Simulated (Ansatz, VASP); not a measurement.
**Two plane-wave programs on Mo**

Contents of POSCAR:

```
Mo
1.0
    0.0000000000      2.2618748894      1.5991455468
    2.2618748894      0.0000000000      1.5991455468
    2.2618748894      2.2618748894      0.0000000000
Mo
1
Direct
    0.0000000000      0.0000000000      0.0000000000
```

INCAR.step1

```
SYSTEM = Mo
PREC = Accurate
ENCUT = 520
ISMEAR = 0
SIGMA = 0.15
LREAL = .FALSE.
LASPH = .TRUE.
NELM = 80
NBANDS = 13
GGA = PE
ALGO = Normal
EDIFF = 1E-4
LWAVE = .TRUE.
LCHARG = .FALSE.
```

The input INCAR.step2:

```
SYSTEM = Mo
PREC = Accurate
ENCUT = 520
EDIFF = 1E-6
ISMEAR = 0
SIGMA = 0.15
LREAL = .FALSE.
LASPH = .TRUE.
NELM = 80
ALGO = Normal
ISIF = 2
LWAVE = .FALSE.
LCHARG = .TRUE.
METAGGA = R2SCAN
LMIXTAU = .TRUE.
LELF = .TRUE.
LVHAR = .TRUE.
NBANDS = 13
ISTART = 1
```

Contents of KPOINTS:

```
Automatic mesh
0
G
  22 22 22
  0 0 0
```

Input for Ansatz:

```yaml
crystal:
  lattice:
    - [0.0, 2.2618748894, 1.5991455468]
    - [2.2618748894, 0.0, 1.5991455468]
    - [2.2618748894, 2.2618748894, 0.0]
  atoms:
    - { symbol: Mo, position: [0.0, 0.0, 0.0] }
basis:
  ecutwfc: 500
kpoints:
  mp_grid: { grid: [22, 22, 22] }
hamiltonian:
  xc: r2scan
scf:
  occupations: { method: gaussian, width: 0.15 }
output:
  forces: true
  stress: true
  eigenvalues: true
```

Alike in both runs: task single point; functional r2SCAN; k mesh 22 × 22 × 22; occupations gaussian, width 0.15 eV; no spin polarisation.

|  | VASP | Ansatz |
| --- | --- | --- |
| version | VASP 6.6.1 | Ansatz 0.2.0 |
| potentials or method | VASP PAW PBE potentials, release 64 (Mo_sv), cutoff 520 eV | scalar-relativistic, plane waves, PAW |
| valence electrons in the cell | 14 | 14 |

```tsv
	VASP	Ansatz	Ansatz less VASP
gap on the k mesh at the Fermi level (eV)	none	none	-
pressure (GPa)	-10.2	-11.1	-0.93
```

VASP's potentials were made for PBE, not for r2SCAN. A gap of «none» marks a metal or a gap that the smearing closes.
